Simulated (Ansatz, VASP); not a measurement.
## AlSi23HO48: VASP beside Ansatz

```
Si O Al H
1.0
     9.83160    0.00000    0.00000
    -4.91580    8.51441    0.00000
     0.00000    0.00000   10.81820
Si O Al H
23 48 1 1
Direct
  0.27079 0.00015 0.16023
  0.00311 0.27388 0.33726
  0.22577 0.23272 0.00106
  0.26626 0.99635 0.66158
  0.99733 0.26954 0.83715
  0.23246 0.22407 0.49660
  0.26838 0.50202 0.16888
  0.00460 0.77041 0.33325
  0.23075 0.72808 0.99527
  0.99830 0.76606 0.83163
  0.23774 0.73554 0.49726
  0.76902 0.00998 0.16579
  0.49877 0.26303 0.32820
  0.72711 0.23496 0.99833
  0.76994 0.00285 0.66561
  0.48972 0.26907 0.82993
  0.73085 0.23360 0.50056
  0.76876 0.50191 0.16919
  0.50087 0.77287 0.33079
  0.74444 0.74466 0.00645
  0.75748 0.50063 0.66414
  0.50876 0.77017 0.84005
  0.73678 0.74008 0.49528
  0.06700 0.20146 0.44238
  0.29337 0.36357 0.11091
  0.14244 0.43808 0.28162
  0.20473 0.06878 0.05358
  0.35637 0.28341 0.38113
  0.43744 0.13642 0.21519
  0.05727 0.20094 0.95008
  0.30109 0.34612 0.60882
  0.13444 0.43353 0.78725
  0.20073 0.05380 0.54667
  0.35299 0.29618 0.88785
  0.42709 0.13776 0.72148
  0.07156 0.71361 0.44681
  0.30131 0.86718 0.09818
  0.14159 0.93030 0.27060
  0.20289 0.56748 0.05903
  0.36420 0.80360 0.38312
  0.43535 0.64070 0.22163
  0.06615 0.70237 0.94070
  0.30415 0.86412 0.61004
  0.13527 0.92727 0.77156
  0.21527 0.57371 0.54738
  0.35596 0.77876 0.88022
  0.45522 0.62068 0.73690
  0.56746 0.20103 0.43809
  0.79211 0.36397 0.10917
  0.63540 0.43190 0.27653
  0.69824 0.06889 0.05457
  0.86991 0.30558 0.39763
  0.93027 0.15143 0.22209
  0.56573 0.21551 0.93992
  0.77804 0.35689 0.61509
  0.61637 0.44059 0.76892
  0.70681 0.06948 0.55560
  0.85424 0.29268 0.88760
  0.93113 0.13755 0.72655
  0.57139 0.71435 0.44206
  0.80850 0.87856 0.11256
  0.63890 0.93752 0.27499
  0.71264 0.57825 0.06095
  0.86704 0.80139 0.38565
  0.93444 0.63426 0.22733
  0.57715 0.71789 0.95441
  0.79784 0.86549 0.60931
  0.63403 0.92975 0.77281
  0.70533 0.57295 0.55080
  0.86631 0.80038 0.89095
  0.92055 0.63170 0.72558
  0.26001 0.48562 0.66354
  0.51869 0.55486 0.75000
```

Alike in both runs: task single point; functional PBE; dispersion D3(BJ); k mesh 1 × 1 × 1; occupations gaussian, width 0.02 eV; no spin polarisation.

|  | VASP | Ansatz |
| --- | --- | --- |
| version | VASP 6.6.1 | Ansatz 0.2.0 |
| potentials or method | VASP PAW PBE potentials, release 64 (Si, O, Al, H) | scalar-relativistic, plane waves, PAW |
| plane-wave cutoff (eV) | 520 | 420 |
| valence electrons in the cell | 384 | 384 |

Ansatz gave:

| Property | Result |
| --- | --- |
| gap on the k mesh at the Fermi level (eV) | 5.33 |
| least direct gap on the mesh (eV) | 5.33 |

Problem. What did VASP give for the same quantities?

Solution. gap on the k mesh at the Fermi level (eV): 5.32; least direct gap on the mesh (eV): 5.32.
